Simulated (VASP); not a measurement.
## Zn2GaO2: relaxation of cell and atoms with PBE

The system is Zn2GaO2.

```
Zn Ga O
1.0
     3.89287    0.00000    0.00000
     0.00000    3.89287    0.00000
     0.00000    0.00000    5.25576
Zn Ga O
2 1 2
Cartesian
  0.0000 1.9464 0.0000
  1.9464 0.0000 0.0000
  0.0000 0.0000 2.6279
  1.9464 1.9464 2.6279
  0.0000 0.0000 0.0000
```

* Program: VASP 6.6.1
* Task: relaxation of cell and atoms
* Functional: PBE
* Potentials or basis: VASP PAW PBE potentials, release 64 (Zn, Ga_d, O)
* Cutoff: 600 eV
* k mesh: 10 × 10 × 8
* Occupations: gaussian, width 0.1 eV
* Spin: no spin polarisation
* Dipole correction: no
* Further INCAR settings: ALGO = Normal; EDIFF = 1e-07; IBRION = 2; EDIFFG = -0.01; NSW = 100; ISIF = 3

```json
{
 "Relaxed volume": "15.83 Å³/atom",
 "Relaxed cell": "a = 3.917 Å, b = 3.917 Å, c = 5.158 Å, α = 90.00°, β = 90.00°, γ = 90.00°",
 "Space group after relaxing (to 0.05 Å)": "P4/mmm (No. 123)",
 "Energy gained by relaxing": "0.7 meV/atom",
 "Ionic steps": "6",
 "Pressure after relaxing": "-0.1 GPa"
}
```

Step by step:
```
step  energy change (eV)  largest force (eV/Å)  pressure (GPa)  volume (Å³)
   1              0.0000                0.0000            0.32        79.65
   2             -0.0014                0.0000           -0.12        80.02
   3             -0.0015                0.0000           -0.28        80.13
   4             -0.0022                0.0000           -0.24        79.94
   5             -0.0034                0.0000           -0.09        79.34
   6             -0.0034                0.0000           -0.05        79.15
```

Final structure:
```
Zn Ga O
1.0
     3.91707    0.00000    0.00000
     0.00000    3.91707    0.00000
     0.00000    0.00000    5.15850
Zn Ga O
2 1 2
Direct
  0.00000 0.50000 0.00000
  0.50000 0.00000 0.00000
  0.00000 0.00000 0.50000
  0.50000 0.50000 0.50000
  0.00000 0.00000 0.00000
```

Levels at points of the mesh, in eV from the Fermi level:
| k point | band 21 | band 22 | band 23 | band 24 | band 25 | band 26 | band 27 | band 28 | band 29 |
| --- | --- | --- | --- | --- | --- | --- | --- | --- | --- |
| (0.00, 0.00, 0.00) | -4.82 | -1.83 | -1.81 | -1.65 | -1.65 | 2.31 | 3.21 | 5.23 | 5.23 |
| (0.50, 0.00, 0.00) | -5.05 | -1.78 | -1.33 | 0.11 | 0.35 | 0.48 | 3.03 | 3.22 | 3.92 |
| (0.50, 0.50, 0.00) | -3.47 | -2.42 | -2.42 | -1.38 | -1.08 | 2.92 | 2.92 | 3.30 | 3.30 |
| (0.00, 0.00, 0.50) | -4.11 | -2.26 | -1.64 | -1.64 | -0.21 | 2.69 | 4.05 | 4.69 | 5.52 |
| (0.50, 0.00, 0.50) | -3.09 | -1.62 | -1.27 | -1.26 | 0.31 | 0.63 | 1.73 | 4.66 | 4.68 |
| (0.50, 0.50, 0.50) | -3.02 | -3.02 | -2.65 | -1.52 | 0.72 | 2.80 | 2.82 | 2.82 | 2.97 |

Wall time 8.4 min on 1 thread of Intel(R) Xeon(R) 6975P-C (Granite Rapids) (shared host), peak memory 0.42 GiB.

Caveat: an odd number of electrons without spin polarisation forces a metal; a magnetic or distorted state may lie lower.
